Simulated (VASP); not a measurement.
**LaC2: single point with LDA**

Crystal: LaC2.

```xyz
3
Lattice="-1.9304 1.9304 3.2468 1.9304 -1.9304 3.2468 1.9304 1.9304 -3.2468" Properties=species:S:1:pos:R:3 pbc="T T T"
La    0.0000    0.0000    0.0000
C     0.0000    0.0000    2.6044
C     0.0000    0.0000    3.8891
```

| Item | Value |
| --- | --- |
| Program | VASP 6.6.1 |
| Task | single point |
| Functional | LDA |
| Potentials or basis | VASP PAW LDA potentials, release 64 (La, C) |
| Cutoff | 520 eV |
| k mesh | 8 × 8 × 8 |
| Occupations | gaussian, width 0.1 eV |
| Spin | no spin polarisation |
| Dipole correction | no |
| Further INCAR settings | ALGO = Normal; EDIFF = 1e-06; NBANDS = 16 |

```yaml
Pressure: 0.1 GPa
Largest_force: 0.102 eV/Å
```

Forces in eV/Å, atoms in the order of the input:
```
La   0.000  0.000  0.000
C    0.000  0.000 -0.102
C    0.000  0.000  0.102
```

Stress tensor (GPa, compression positive):
```
-0.01  0.00  0.00
 0.00 -0.01  0.00
 0.00  0.00  0.36
```

Levels at points of the mesh, in eV from the Fermi level:
```csv
k point,band 6,band 7,band 8,band 9,band 10,band 11,band 12,band 13,band 14,band 15
"(0.00, 0.00, 0.00)",-4.83,-4.69,-3.14,-3.14,-0.09,-0.09,0.55,2.03,2.71,2.79
"(0.50, 0.00, 0.00)",-6.53,-4.96,-4.63,-2.08,1.12,1.59,2.19,2.64,2.67,2.77
"(0.50, 0.50, 0.00)",-4.78,-3.41,-3.37,-2.93,-2.35,2.29,2.39,2.44,2.61,2.72
"(0.50, 0.50, 0.50)",-5.08,-3.29,-3.29,-2.58,-0.75,2.47,2.50,2.53,2.53,2.56
```

Wall time 30 s on 1 thread of Intel(R) Xeon(R) Platinum 8488C (Sapphire Rapids), with other jobs on the host, peak memory 0.19 GiB.

Caveat: spin-orbit coupling is left out, which moves the levels of the heavy elements.
